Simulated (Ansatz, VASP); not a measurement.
## One calculation of SiMo3, two programs

```
Si Mo
1.0
     4.86159    0.00000    0.00000
     0.00000    4.86159    0.00000
     0.00000    0.00000    4.86159
Si Mo
2 6
Cartesian
  0.0000 0.0000 0.0000
  2.4308 2.4308 2.4308
  1.2154 0.0000 2.4308
  2.4308 3.6462 0.0000
  3.6462 0.0000 2.4308
  2.4308 1.2154 0.0000
  0.0000 2.4308 3.6462
  0.0000 2.4308 1.2154
```

Alike in both runs: functional PBEsol; k mesh 8 × 8 × 8; occupations gaussian, width 0.1 eV; no spin polarisation.

Ansatz relaxed the structure, and its values are those at the end. VASP's run is a single point on that final structure, the one shown.

|  | VASP | Ansatz |
| --- | --- | --- |
| version | VASP 6.6.1 | Ansatz 0.2.0 |
| potentials or method | VASP PAW PBE potentials, release 64 (Si, Mo_sv), cutoff 520 eV | scalar-relativistic, plane waves, PAW |
| valence electrons in the cell | 92 | 92 |

|  | VASP | Ansatz | Ansatz less VASP |
| --- | --- | --- | --- |
| gap on the k mesh at the Fermi level (eV) | none | none | - |
| pressure (GPa) | 0.6 | 0.0 | -0.60 |

VASP's potentials were made for PBE, not for PBEsol. A gap of «none» marks a metal or a gap that the smearing closes. With one functional, cell and mesh, what is left measures potentials, basis and numerics.
